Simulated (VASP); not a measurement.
Here is a VASP 6.6.1 calculation.

Contents of POSCAR:

```
AlGaN2
1.0
    3.3132393782      0.0000000000      0.0000000000
    0.0000000000      3.3132393782      0.0000000000
    0.0000000000      0.0000000000      3.9682563831
Al Ga N
1 1 2
Direct
    0.5000000000      0.5000000000      0.5000000000
    0.0000000000      0.0000000000      0.0000000000
    0.5000000000      0.0000000000      0.7390831718
    0.0000000000      0.5000000000      0.2609168282
```

INCAR.step1

```
SYSTEM = AlGaN2
PREC     = Accurate       ! precision mode
ENCUT    = 520            ! plane-wave cutoff, eV
ISMEAR   = 0              ! smearing method
SIGMA    = 0.05           ! smearing width, eV
LREAL    = .False.        ! projectors in reciprocal space
LASPH    = .True.         ! aspherical terms in the spheres
NELM     = 80             ! most SCF steps
NBANDS   = 21             ! bands
GGA      = PE             ! functional
ALGO     = Normal         ! electronic algorithm
EDIFF    = 1E-4           ! SCF threshold, eV
LWAVE    = .True.         ! write WAVECAR
LCHARG   = .False.        ! write CHGCAR
```

File INCAR.step2:

```
SYSTEM = AlGaN2
PREC     = Accurate       ! precision mode
ENCUT    = 520            ! plane-wave cutoff, eV
EDIFF    = 1E-6           ! SCF threshold, eV
ISMEAR   = 0              ! smearing method
SIGMA    = 0.05           ! smearing width, eV
LREAL    = .False.        ! projectors in reciprocal space
LASPH    = .True.         ! aspherical terms in the spheres
NELM     = 80             ! most SCF steps
ALGO     = Normal         ! electronic algorithm
ISIF     = 2              ! what is computed and relaxed
LWAVE    = .False.        ! write WAVECAR
LCHARG   = .False.        ! write CHGCAR
METAGGA  = R2SCAN         ! meta-GGA
LMIXTAU  = .True.       
NBANDS   = 21             ! bands
ISTART   = 1
```

The input KPOINTS:

```
Automatic mesh
0
Gamma
  8 8 6
  0 0 0
```

Potentials or basis: VASP PAW PBE potentials, release 64 (Al, Ga_d, N).

Launch:

```bash
$ cat potpaw_PBE.64/Al/POTCAR potpaw_PBE.64/Ga_d/POTCAR potpaw_PBE.64/N/POTCAR > POTCAR
$ cp INCAR.step1 INCAR
$ mpirun -np 1 vasp_std > vasp.out
$ cp INCAR.step2 INCAR
$ mpirun -np 1 vasp_std > vasp.out
```

What does it give for the largest force?

0.335 eV/Å.

Estimate the pressure.

-1.9 GPa.

What does it give for the band gap on the k mesh?

3.11 eV.

Forces in eV/Å, atoms in the order of the input:
```
Al   0.000  0.000  0.000
Ga   0.000  0.000  0.000
N    0.000  0.000 -0.335
N    0.000  0.000  0.335
```

Caveat: the PAW data sets were made with another functional, which shifts forces and pressure a little.
